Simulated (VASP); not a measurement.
Crystal: CuO.

```xyz
4
Lattice="2.8795 0.0000 0.0000 0.0391 2.8793 0.0000 0.0175 0.0172 5.1763" Properties=species:S:1:pos:R:3 pbc="T T T"
Cu    0.0195    1.4396    0.0000
Cu    1.4485    0.0086    2.5882
O     2.8881    0.0177    3.8817
O     0.0479    2.8788    1.2947
```

Base run:

- Program: VASP 6.6.1
- Functional: PBEsol
- Potentials or basis: VASP PAW PBE potentials, release 64 (Cu, O)
- Cutoff: 520 eV
- k mesh: 9 × 9 × 5
- Occupations: fermi-dirac, width 0.05 eV
- Spin: no spin polarisation

Its results: band gap on the k mesh zero (band 17 reaches 5.76 eV, above the bottom of band 18 at 4.81 eV); pressure -1.3 GPa; largest force 0.012 eV/Å.

Task: After a change of settings the same cell gave: band gap on the k mesh zero (band 17 reaches 6.11 eV, above the bottom of band 18 at 5.18 eV); pressure 11.9 GPa; largest force 0.011 eV/Å. Which change was it?
A. functional from PBEsol to PBE; further incar settings from ALGO = Normal; EDIFF = 1e-07; NBANDS = 25 to ALGO = Normal; EDIFF = 1e-06; NBANDS = 25
B. functional from PBEsol to RPBE
C. k mesh from 9 × 9 × 5 to 8 × 8 × 6; further incar settings from ALGO = Normal; EDIFF = 1e-07; NBANDS = 25 to ALGO = Normal; EDIFF = 1e-06; NBANDS = 25

Result: B.

RPBE binds less tightly than PBEsol, so the same cell stands under more pressure.

Caveats: the PAW data sets were made with another functional, which shifts forces and pressure a little; semilocal functionals often make such compounds metallic where correlation or magnetic order opens a gap, which also shifts bond lengths.
